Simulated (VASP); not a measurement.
# SiC (I-4m2) in VASP: a series of runs

SiC is run at these levels: r2SCAN; tasks: single point.

All numbers are computed with VASP 6.6.1; they aren't measurements. Logs are shortened: lines on timing, memory, paths and dates and some standing lists are left out, and cuts for length are marked.

## Step 1: The cell of the first run

The structure is tetragonal, space group I-4m2 (No. 119). Conventional cell: a = 3.458 Å, b = 3.458 Å, c = 3.457 Å, α = 90.00°, β = 90.00°, γ = 90.00°. Within 2.6 Å of Si (site symmetry -4m2) lie 4 C at 1.93 Å. C (site symmetry -4m2) has 4 Si at 1.93 Å within 2.6 Å.

## Step 2: Single point, r2SCAN

Contents of POSCAR:

```
SiC
1.0
    0.0000000000      2.4450081589      1.7286207683
    2.4450081589      0.0000000000      1.7286207683
    2.4450081589      2.4450081589      0.0000000000
Si C
1 1
Direct
    0.0000000000      0.0000000000      0.0000000000
    0.7500000000      0.7500000000      0.7500000000
```

Contents of INCAR.step1:

```
SYSTEM = SiC
PREC     = Accurate       ! precision mode
ENCUT    = 520            ! plane-wave cutoff, eV
ISMEAR   = 0              ! smearing method
SIGMA    = 0.05           ! smearing width, eV
LREAL    = .FALSE.        ! projectors in reciprocal space
LASPH    = .TRUE.         ! aspherical terms in the spheres
NELM     = 100            ! most SCF steps
NBANDS   = 11             ! bands
GGA      = PE             ! functional
ALGO     = Normal         ! electronic algorithm
EDIFF    = 1E-4           ! SCF threshold, eV
LWAVE    = .TRUE.         ! write WAVECAR
LCHARG   = .FALSE.        ! write CHGCAR
```

Contents of INCAR.step2:

```
SYSTEM = SiC
PREC     = Accurate       ! precision mode
ENCUT    = 520            ! plane-wave cutoff, eV
EDIFF    = 1E-6           ! SCF threshold, eV
ISMEAR   = 0              ! smearing method
SIGMA    = 0.05           ! smearing width, eV
LREAL    = .FALSE.        ! projectors in reciprocal space
LASPH    = .TRUE.         ! aspherical terms in the spheres
NELM     = 100            ! most SCF steps
ALGO     = Normal         ! electronic algorithm
ISIF     = 2              ! what is computed and relaxed
LWAVE    = .FALSE.        ! write WAVECAR
LCHARG   = .FALSE.        ! write CHGCAR
METAGGA  = R2SCAN         ! meta-GGA
LMIXTAU  = .TRUE.       
NBANDS   = 11             ! bands
ISTART   = 1
```

Contents of KPOINTS:

```
regular mesh
0
G
  12 12 12
  0 0 0
```

Potentials or basis: VASP PAW PBE potentials, release 64 (Si, C).

Launch:

```sh
cat potpaw_PBE.64/Si/POTCAR potpaw_PBE.64/C/POTCAR > POTCAR
cp INCAR.step1 INCAR
mpirun -np 1 vasp_std > vasp.out
cp INCAR.step2 INCAR
mpirun -np 1 vasp_std > vasp.out
```

OUTCAR:

```text
SYSTEM = SiC
   PREC = Accurate
   ENCUT = 520
   EDIFF = 1E-6
   ISMEAR = 0
   LREAL = .FALSE.
   LASPH = .TRUE.
   NELM = 100
   ISIF = 2
   METAGGA = R2SCAN
   ISTART = 1

 ion  position               nearest neighbor table
   1  0.000  0.000  0.000-   2 1.93   2 1.93   2 1.93   2 1.93
   2  0.750  0.750  0.750-   1 1.93   1 1.93   1 1.93   1 1.93

  LATTYP: Found a body centered tetragonal cell.
 ALAT       =     3.4577636984
 C/A-ratio  =     0.9998489886

  Lattice vectors:

 A1 = (   0.0000000000,  -2.4450081589,  -1.7286207683)
 A2 = (   0.0000000000,   2.4450081589,  -1.7286207683)
 A3 = (   2.4450081589,   0.0000000000,   1.7286207683)

Analysis of symmetry for initial positions (statically):
=====================================================================
 Subroutine PRICEL returns:
 Original cell was already a primitive cell.

 Routine SETGRP: Setting up the symmetry group for a
 body centered tetragonal supercell.

 Subroutine GETGRP returns: Found  8 space group operations
 (whereof  8 operations were pure point group operations)
 out of a pool of 16 trial point group operations.

The static configuration has the point symmetry D_2d.

Analysis of symmetry for dynamics (positions and initial velocities):
=====================================================================
 Subroutine PRICEL returns:
 Original cell was already a primitive cell.

 Routine SETGRP: Setting up the symmetry group for a
 body centered tetragonal supercell.

 Subroutine GETGRP returns: Found  8 space group operations
 (whereof  8 operations were pure point group operations)
 out of a pool of 16 trial point group operations.

The dynamic configuration has the point symmetry D_2d.

 Subroutine INISYM returns: Found  8 space group operations
 (whereof  8 operations are pure point group operations),
 and found     1 'primitive' translations

----------------------------------------------------------------------------------------

                                     Primitive cell

  volume of cell :      20.6676

  direct lattice vectors                    reciprocal lattice vectors
     0.000000000  2.445008159  1.728620768    -0.204498295  0.204498295  0.289247942
     2.445008159  0.000000000  1.728620768     0.204498295 -0.204498295  0.289247942
     2.445008159  2.445008159  0.000000000     0.204498295  0.204498295 -0.289247942

  length of vectors
     2.994360476  2.994360476  3.457763698     0.409027478  0.409027478  0.409027478

  position of ions in fractional coordinates (direct lattice)
     0.000000000  0.000000000  0.000000000
     0.750000000  0.750000000  0.750000000

  ion indices of the primitive-cell ions
   primitive index   ion index
                 1           1
                 2           2

----------------------------------------------------------------------------------------

 KPOINTS: regular mesh

Automatic generation of k-mesh.
 Grid dimensions read from file:
 generate k-points for:   12   12   12

 Generating k-lattice:

  Cartesian coordinates                     Fractional coordinates (reciprocal lattice)
    -0.017041525  0.017041525  0.024103995     0.083333333  0.000000000  0.000000000
     0.017041525 -0.017041525  0.024103995     0.000000000  0.083333333  0.000000000
     0.017041525  0.017041525 -0.024103995     0.000000000  0.000000000  0.083333333

  Length of vectors
     0.034085623  0.034085623  0.034085623

  Shift w.r.t. Gamma in fractional coordinates (k-lattice)
     0.000000000  0.000000000  0.000000000

 Subroutine IBZKPT returns following result:
 ===========================================

 Found    163 irreducible k-points:

 Following reciprocal coordinates:
            Coordinates               Weight
  0.000000  0.000000  0.000000      1.000000
  0.083333 -0.000000  0.000000      8.000000
  0.166667 -0.000000  0.000000      8.000000
  0.250000  0.000000  0.000000      8.000000
  0.333333 -0.000000  0.000000      8.000000
  0.416667  0.000000  0.000000      8.000000
[... 16 lines left out ...]
  0.500000  0.166667  0.000000      8.000000
 -0.416667  0.166667  0.000000      8.000000
 [... further k-points ...]
   k-points           NKPTS =    163   k-points in BZ     NKDIM =    163   number of bands    NBANDS=     11
   number of dos      NEDOS =    301   number of ions     NIONS =      2
   total plane-waves  NPLWV =  16128
   dimension x,y,z NGX =    24 NGY =   24 NGZ =   28
   dimension x,y,z NGXF=    48 NGYF=   48 NGZF=   56
   ions per type =               1   1
   NGX,Y,Z   is equivalent  to a cutoff of  13.32, 13.32, 13.46 a.u.
   NGXF,Y,Z  is equivalent  to a cutoff of  26.65, 26.65, 26.92 a.u.
 SYSTEM =  SiC
   PREC   = accura    normal or accurate (medium, high low for compatibility)
   ISTART =      1    job   : 0-new  1-cont  2-samecut
   ICHARG =      0    charge: 1-file 2-atom 10-const
   ISPIN  =      1    spin polarized calculation?
   LNONCOLLINEAR =      F non collinear calculations
   LSORBIT =      F    spin-orbit coupling
   LASPH  =      T    aspherical Exc in radial PAW
   ENCUT  =  520.0 eV  38.22 Ry    6.18 a.u.   5.57  5.57  6.43*2*pi/ulx,y,z
   NELM   =    100;   NELMIN=  2; NELMDL=  0     # of ELM steps
   EDIFF  = 0.1E-05   stopping-criterion for ELM
   LREAL  =      F    real-space projection
   EDIFFG = 0.1E-04   stopping-criterion for IOM
   NSW    =      0    number of steps for IOM
   IBRION =     -1    ionic relax: 0-MD 1-quasi-New 2-CG
   NFREE  =      0    steps in history (QN), initial steepest desc. (CG)
   ISIF   =      2    stress and relaxation
   ISYM   =      2    0-nonsym 1-usesym 2-fastsym
   POTIM  = 0.5000    time-step for ionic-motion
   TEBEG  =    0.0;   TEEND  =   0.0 temperature during run
   PSTRESS=    0.0 pullay stress
   NELECT =       8.0000    total number of electrons
   NUPDOWN=      -1.0000    fix difference up-down
   EMIN   =  10.00;   EMAX   =-10.00  energy-range for DOS
   EFERMI =   0.00;   METHOD = LEGACY
   ISMEAR =     0;   SIGMA  =   0.05  broadening in eV -4-tet -1-fermi 0-gaus
   EFERMI_NEDOS =   21; number of points for ismear=-14 and -15
   IALGO  =     38    algorithm
   IMIX   =      4    mixing-type and parameters
     AMIX     =   0.40;   BMIX     =  1.00
     AMIX_MAG =   1.60;   BMIX_MAG =  1.00
  volume/ion in A,a.u.               =      10.33        69.74
  Fermi-wavevector in a.u.,A,eV,Ry     =   1.193094  2.254621 19.367534  1.423474
  Thomas-Fermi vector in A             =   2.329117
   LORBIT       =      0    0 simple, 1 ext, 2 COOP (PROOUT), +10 PAW based schemes
   METAGGA = R2SCAN    functional components
   LHFCALC =     F    Hartree Fock is set to
   AEXX    =    0.0000 exact exchange contribution
   IVDW    =     0    specifies the selected vdW correction
   LEPSILON=     F    determine dielectric tensor
   LRPA    =     F    only Hartree local field effects (RPA)
 non-spin polarized calculation
 Gauss-broadening in eV      SIGMA  =   0.05
  energy-cutoff  :      520.00
  volume of cell :       20.67
 maximum number of plane-waves:       586
 NGX is ok and might be reduce to    24
   NGX = 11   NGY = 11   NGZ = 13

 number of electron       8.0000000 magnetization

 Free energy of the ion-electron system (eV)
  ---------------------------------------------------
  ext. energy  EPLUGINS =         0.00000000
  ---------------------------------------------------
  free energy    TOTEN  =       -18.35810426 eV

  energy without entropy =      -18.35800821  energy(sigma->0) =      -18.35805623

 E-fermi :   9.2185     XC(G=0): -12.0548

 val. band max:        9.1743320874   @ k =   0.5000   0.5000   0.0000
 cond. band min:       9.2710569338   @ k =   0.0833  -0.0000   0.0000
 fundamental gap:      0.0967248464
 Fermi energy:         9.2185074499

 k-point     1 :       0.0000    0.0000    0.0000
  band No.  band energies     occupation
      1      -8.0051      2.00000
      2       7.8700      2.00000
      3       7.8700      2.00000
      4       9.5904      0.00000
      5      14.4471      0.00000
      6      15.9934      0.00000
      7      17.0841      0.00000
      8      17.0841      0.00000
      9      18.5106      0.00000
     10      23.0104      0.00000
     11      23.4844      0.00000

 k-point     2 :       0.0833   -0.0000    0.0000
  band No.  band energies     occupation
      1      -7.8536      2.00000
      2       7.4086      2.00000
      3       7.6536      2.00000
      4       9.2711      0.13719
      5      14.7668      0.00000
      6      15.6182      0.00000
      7      16.7551      0.00000
      8      17.3188      0.00000
      9      18.8966      0.00000
     10      22.0490      0.00000
     11      24.2564      0.00000

 k-point     3 :       0.1667   -0.0000    0.0000
  band No.  band energies     occupation
      1      -7.4037      2.00000
      2       6.0044      2.00000
      3       7.1307      2.00000
      4       8.8662      2.00000
      5      14.0374      0.00000
      6      15.9047      0.00000
      7      16.1667      0.00000
      8      18.0058      0.00000
      9      20.2237      0.00000
     10      21.7809      0.00000
     11      26.1151      0.00000

 k-point     4 :       0.2500    0.0000    0.0000
  band No.  band energies     occupation
      1      -6.6718      2.00000
      2       4.0981      2.00000
      3       6.5301      2.00000
      4       8.5760      2.00000
      5      12.9332      0.00000
      6      15.0076      0.00000
      7      17.1150      0.00000
      8      18.9916      0.00000
      9      22.1972      0.00000
     10      22.2442      0.00000
     11      28.3565      0.00000

 k-point     5 :       0.3333   -0.0000    0.0000
  band No.  band energies     occupation
      1      -5.7013      2.00000
      2       2.1210      2.00000
      3       6.0178      2.00000
      4       8.3456      2.00000
      5      12.0829      0.00000
      6      14.2974      0.00000
      7      18.0941      0.00000
      8      19.9279      0.00000
      9      22.9667      0.00000
     10      24.6504      0.00000
     11      27.4456      0.00000
[... 211 lines left out ...]
 k-point    21 :       0.3333    0.1667    0.0000
  band No.  band energies     occupation
      1      -5.1790      2.00000
      2       2.7368      2.00000
      3       5.0593      2.00000
      4       6.6576      2.00000
      5      11.8072      0.00000
      6      15.6022      0.00000
      7      16.3652      0.00000
      8      18.8985      0.00000
      9      23.7756      0.00000
     10      26.2119      0.00000
     11      28.3623      0.00000

 k-point    22 :       0.4167    0.1667    0.0000
  band No.  band energies     occupation
      1      -4.1440      2.00000
      2       1.0181      2.00000
      3       4.7051      2.00000
      4       6.5736      2.00000
      5      11.8964      0.00000
      6      15.6971      0.00000
      7      15.9812      0.00000
      8      18.9223      0.00000
      9      25.9590      0.00000
     10      26.2948      0.00000
     11      28.6346      0.00000

 k-point    23 :       0.5000    0.1667    0.0000
  band No.  band energies     occupation
      1      -3.5241      2.00000
      2       0.1070      2.00000
      3       4.5863      2.00000
      4       6.5444      2.00000
      5      11.9856      0.00000
      6      15.8280      0.00000
      7      16.3476      0.00000
      8      18.4677      0.00000
      9      25.6378      0.00000
     10      27.6470      0.00000
     11      27.9503      0.00000

 k-point    24 :      -0.4167    0.1667    0.0000
  band No.  band energies     occupation
      1      -4.0604      2.00000
      2       0.7528      2.00000
      3       4.7139      2.00000
      4       6.6335      2.00000
      5      12.0277      0.00000
      6      15.9223      0.00000
      7      17.1175      0.00000
      8      18.4464      0.00000
      9      24.4053      0.00000
     10      26.2678      0.00000
     11      26.6993      0.00000

 [... further k-points ...]
[... 5 lines left out ...]
  --------------------------------------------------------------------------------------
  -------------------------------------------------------------------------------------
  Total       -3.5650170     -3.5650170      3.6129441      0.0000000     -0.0000000      0.0000000
  in kB     -276.3642394   -276.3642394    280.0795999      0.0000000     -0.0000000      0.0000000
  external PRESSURE =     -90.8829596 kB  Pullay stress =       0.0000000 kB

 VOLUME and BASIS-vectors are now :
 -----------------------------------------------------------------------------
  energy-cutoff  :      520.00
  volume of cell :       20.67
      direct lattice vectors                 reciprocal lattice vectors
     0.000000000  2.445008159  1.728620768    -0.204498295  0.204498295  0.289247942
     2.445008159  0.000000000  1.728620768     0.204498295 -0.204498295  0.289247942
     2.445008159  2.445008159  0.000000000     0.204498295  0.204498295 -0.289247942

 POSITION                                       TOTAL-FORCE (eV/Angst)
 -----------------------------------------------------------------------------------
      0.00000      0.00000      0.00000         0.000000     -0.000000      0.000000
      3.66751      3.66751      2.59293         0.000000      0.000000      0.000000
 -----------------------------------------------------------------------------------
    total drift:                               -0.000003     -0.000003      0.000004

  FREE ENERGIE OF THE ION-ELECTRON SYSTEM (eV)
  ---------------------------------------------------
  free  energy   TOTEN  =       -18.3581042577 eV

  energy  without entropy=      -18.3580082114  energy(sigma->0) =      -18.35805623
```

Run time: 52 s. Hardware: 1 thread of Intel Xeon Platinum 8559C (Emerald Rapids), shared host; peak memory 0.17 GiB.

What came out:

```
Free energy            : -18.3581 eV
Pressure               : -9.1 GPa
Band gap on the k mesh : zero (band 4 reaches 9.59 eV, above the bottom of band 5 at 8.64 eV)
```

Caveat: the PAW data sets were made with another functional, which shifts forces and pressure a little.

[end of part 1 of 2]
